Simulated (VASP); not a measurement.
Set up this calculation in VASP 6.6.1, as the native input.

- Task: single point
- Functional: LDA
- Potentials or basis: VASP PAW LDA potentials, release 64 (Ta_pv, Ru_pv)
- Cutoff: 520 eV
- k mesh: 11 × 11 × 10
- Occupations: fermi-dirac, width 0.05 eV
- Spin: no spin polarisation
- Dipole correction: no
- Further INCAR settings: ALGO = Normal; EDIFF = 1e-06; NBANDS = 20

The structure of TaRu lies in POSCAR:

```
TaRu
1.0
    3.0325094497      0.0000000000      0.0000000000
    0.0000000000      3.0325094497      0.0000000000
    0.0000000000      0.0000000000      3.3662543482
Ta Ru
1 1
Direct
    0.5000000000      0.5000000000      0.5000000000
    0.0000000000      0.0000000000      0.0000000000
```

This cell differs from its parent crystal: volume scaled by 0.98.

One way to write it, as run:

INCAR

```
SYSTEM = TaRu
ALGO = Normal
EDIFF = 1E-6
ENCUT = 520
ISIF = 2
ISMEAR = -1
LASPH = .True.
LCHARG = .False.
LREAL = .False.
LWAVE = .False.
NBANDS = 20
NELM = 80
PREC = Accurate
SIGMA = 0.05
```

KPOINTS

```
k-points
0
Gamma
  11 11 10
  0 0 0
```

Potentials or basis: VASP PAW LDA potentials, release 64 (Ta_pv, Ru_pv).

The run is started by

```sh
$ cat potpaw_LDA.64/Ta_pv/POTCAR potpaw_LDA.64/Ru_pv/POTCAR > POTCAR
$ mpirun -np 1 vasp_std > vasp.out
```

It gave:

```json
{
  "Pressure": "-4.4 GPa"
}
```

It took 79 s on 1 thread of AMD EPYC 7R43 64-Core Processor (Zen 3), on a shared host, peak memory 0.15 GiB.
